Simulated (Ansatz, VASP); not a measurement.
**NaH in VASP and in Ansatz**

Contents of POSCAR:

```
NaH
1.0
    0.0000000000      2.5377112531      2.6795796369
    2.5377112531      0.0000000000      2.6795796369
    2.5377112531      2.5377112531      0.0000000000
Na H
1 1
Direct
    0.0000000000      0.0000000000      0.0000000000
    0.2500000000      0.2500000000      0.2500000000
```

The input INCAR.step1:

```
SYSTEM = NaH
  ALGO = Normal
  EDIFF = 1E-4
  ENCUT = 520
  GGA = PE
  ISMEAR = 0
  LASPH = .True.
  LCHARG = .False.
  LREAL = .False.
  LWAVE = .True.
  NBANDS = 11
  NELM = 60
  PREC = Accurate
  SIGMA = 0.01
```

File INCAR.step2:

```
SYSTEM = NaH
  ALGO = Normal
  EDIFF = 1E-7
  ENCUT = 520
  ISIF = 2
  ISMEAR = 0
  ISTART = 1
  LASPH = .True.
  LCHARG = .False.
  LMIXTAU = .True.
  LREAL = .False.
  LWAVE = .False.
  METAGGA = R2SCAN
  NBANDS = 11
  NELM = 60
  PREC = Accurate
  SIGMA = 0.01
```

Contents of KPOINTS:

```
k-points
0
Gamma
  8 8 8
  0 0 0
```

Input for Ansatz:

```yaml
crystal:
  lattice:
    - [0.0, 2.5377112531, 2.6795796369]
    - [2.5377112531, 0.0, 2.6795796369]
    - [2.5377112531, 2.5377112531, 0.0]
  atoms:
    - { symbol: Na, position: [0.0, 0.0, 0.0] }
    - { symbol: H, position: [0.25, 0.25, 0.25] }
kpoints:
  mp_grid: { grid: [8, 8, 8] }
  band_path:
    path:
      - [0.0, 0.0, 0.0]
      - [-0.5, -0.5, 0.0]
      - [-0.375, -0.375, 0.25]
      - [-0.375, 0.0, 0.375]
      - [0.0, 0.0, 0.5]
      - [-0.5, -0.25, 0.25]
      - [0.25, -0.25, -0.5]
    npoints: 1
hamiltonian:
  xc: r2scan
scf:
  occupations: { method: fixed }
  n_extra_bands: 4
output:
  forces: true
  stress: true
  eigenvalues: true
  write_density: true
  write_potential: true
  elf: true
  volumetric_format: npy
```

Change from the starting cell: epitaxial_xy strain -2.3%.

Alike in both runs: task single point; functional r2SCAN; k mesh 8 × 8 × 8; no spin polarisation.

```csv
,VASP,Ansatz
version,VASP 6.6.1,Ansatz 0.2.0
potentials or method,"VASP PAW PBE potentials, release 64 (Na_pv, H)","plane waves, PAW"
plane-wave cutoff (eV),520,500
occupations,"gaussian, width 0.01 eV",fixed
valence electrons in the cell,8,10
```

```tsv
	VASP	Ansatz	Ansatz less VASP
gap on the k mesh at the Fermi level (eV)	4.01	4.00	-0.001
pressure (GPa)	0.2	0.2	+0.08
traceless stress, the component that is largest in VASP (GPa)	-0.24	-0.24	-0.001
```

VASP's potentials were made for PBE, not for r2SCAN. VASP's potentials hold 8 valence electrons a cell and Ansatz's 10, so a difference there can come from the potentials and not from the codes.
